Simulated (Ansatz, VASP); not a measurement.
## Two plane-wave programs on Ba2SrRe

```xyz
4
Lattice="4.0175 0.0000 0.0000 -2.0087 3.4792 0.0000 0.0000 0.0000 12.0001" Properties=species:S:1:pos:R:3 pbc="T T T"
Ba    0.0000    2.3195    3.8703
Ba    0.0000    2.3195    8.1298
Sr    0.0000    0.0000    0.0000
Re    0.0000    0.0000    6.0001
```

Alike in both runs: functional PBE; k mesh 6 × 6 × 2; occupations gaussian, width 0.1 eV; no spin polarisation.

Ansatz relaxed the structure, and its values are those at the end. VASP's run is a single point on that final structure, the one shown.

|  | VASP | Ansatz |
| --- | --- | --- |
| version | VASP 6.6.1 | Ansatz 0.2.0 |
| potentials or method | VASP PAW PBE potentials, release 64 (Ba_sv, Sr_sv, Re_sv_GW), cutoff 560 eV | scalar-relativistic, plane waves, PAW |
| valence electrons in the cell | 45 | 45 |

|  | VASP | Ansatz | Ansatz less VASP |
| --- | --- | --- | --- |
| gap on the k mesh at the Fermi level (eV) | none | none | - |
| pressure (GPa) | 0.4 | -0.1 | -0.48 |
| rms of the force components (eV/Å) | 0.076 | 0.004 | -0.0719 |

A gap of «none» marks a metal or a gap that the smearing closes. With one functional, cell and mesh, what is left measures potentials, basis and numerics.

Neither program's run includes spin-orbit coupling.
